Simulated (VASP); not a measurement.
Set up this calculation in VASP 6.6.1, as the native input.

```
Task                   : single point
Functional             : PBEsol
Potentials or basis    : VASP PAW PBE potentials, release 64 (Al, Ni)
Cutoff                 : 600 eV
k mesh                 : 14 × 14 × 14
Occupations            : gaussian, width 0.1 eV
Spin                   : no spin polarisation
Dipole correction      : no
Further INCAR settings : ALGO = Normal; EDIFF = 1e-06; NBANDS = 14
```

The structure of AlNi lies in POSCAR:

```
AlNi
1.0
    2.8586048671      0.0000000000      0.0000000000
    0.0000000000      2.8586048671      0.0000000000
    0.0000000000      0.0000000000      2.8694088860
Al Ni
1 1
Direct
    0.0000000000      0.0000000000      0.0000000000
    0.5000000000      0.5000000000      0.5000000000
```

The input as run:

INCAR

```
SYSTEM = AlNi
PREC = Accurate
ENCUT = 600
EDIFF = 1E-6
ISMEAR = 0
SIGMA = 0.1
LREAL = .FALSE.
LASPH = .TRUE.
NELM = 120
ALGO = Normal
ISIF = 2
LWAVE = .FALSE.
LCHARG = .FALSE.
GGA = PS
NBANDS = 14
GGA_COMPAT = .FALSE.
```

KPOINTS

```
Automatic mesh
0
G
  14 14 14
  0 0 0
```

Potentials or basis: VASP PAW PBE potentials, release 64 (Al, Ni).

Launch:

```bash
$ cat potpaw_PBE.64/Al/POTCAR potpaw_PBE.64/Ni/POTCAR > POTCAR
$ mpirun -np 1 vasp_std > vasp.out
```

It gave:

* Pressure: 0.2 GPa
* Band gap on the k mesh: zero (an odd number of electrons rules out a gap without spin polarisation)

Caveat: the PAW data sets were made with another functional, which shifts forces and pressure a little.

It took 2.3 min on 1 thread of Intel Xeon 8259CL, with other jobs on the host, peak memory 0.24 GiB.
